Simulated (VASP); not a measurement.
**Zn: electric field gradients with PBE**

Crystal: Zn.

```
CELL_PARAMETERS angstrom
2.60942 0.00000 0.00000
-1.30471 2.25982 0.00000
0.00000 0.00000 5.19458
ATOMIC_POSITIONS crystal
Zn 0.33333 0.66667 0.25000
Zn 0.66667 0.33333 0.75000
```

This cell differs from its parent crystal: z stretched by +2 % at fixed volume.

| Quantity | Value |
| --- | --- |
| Program | VASP 6.6.1 |
| Task | electric field gradients |
| Functional | PBE |
| Potentials or basis | VASP PAW PBE potentials, release 64 (Zn) |
| Cutoff | 520 eV |
| k mesh | 18 × 18 × 10 |
| Occupations | fermi-dirac, width 0.08 eV |
| Spin | no spin polarisation |
| Dipole correction | no |
| Further INCAR settings | ALGO = Normal; EDIFF = 1e-08; NBANDS = 19 |

```
Pressure                                : 1.3 GPa
Band gap on the k mesh                  : zero (bands 12 and 13 overlap by 5.56 eV)
Largest electric field gradient by atom : Zn +59.2 V/Å²
```

Stress tensor (GPa, compression positive):
```
 2.35  0.00  0.00
 0.00  2.35  0.00
 0.00  0.00 -0.89
```

Levels at points of the mesh, in eV from the Fermi level:
| k point | band 10 | band 11 | band 12 | band 13 | band 14 | band 15 |
| --- | --- | --- | --- | --- | --- | --- |
| (0.00, 0.00, 0.00) | -6.99 | -6.99 | -3.75 | -3.69 | 11.45 | 15.39 |
| (0.50, 0.00, 0.00) | -6.74 | -2.47 | -1.71 | 2.33 | 3.72 | 3.85 |
| (0.00, 0.00, 0.50) | -7.06 | -7.06 | -7.06 | 3.44 | 3.44 | 20.06 |
| (0.50, 0.00, 0.50) | -6.75 | -1.62 | -1.62 | 0.50 | 0.50 | 9.38 |

Electric field gradients, principal values (V/Å²):
| atom | least | middle | greatest (by size) |
| --- | --- | --- | --- |
| 1 Zn | -29.595 | -29.597 | 59.192 |
| 2 Zn | -29.595 | -29.597 | 59.192 |

Wall time 2.1 min on 1 thread of Intel Xeon 8259CL (shared host), peak memory 0.22 GiB.

Caveat: without QUAD_EFG the Cq values of the log hold for a quadrupole moment of 1 mb, not for the nuclei.
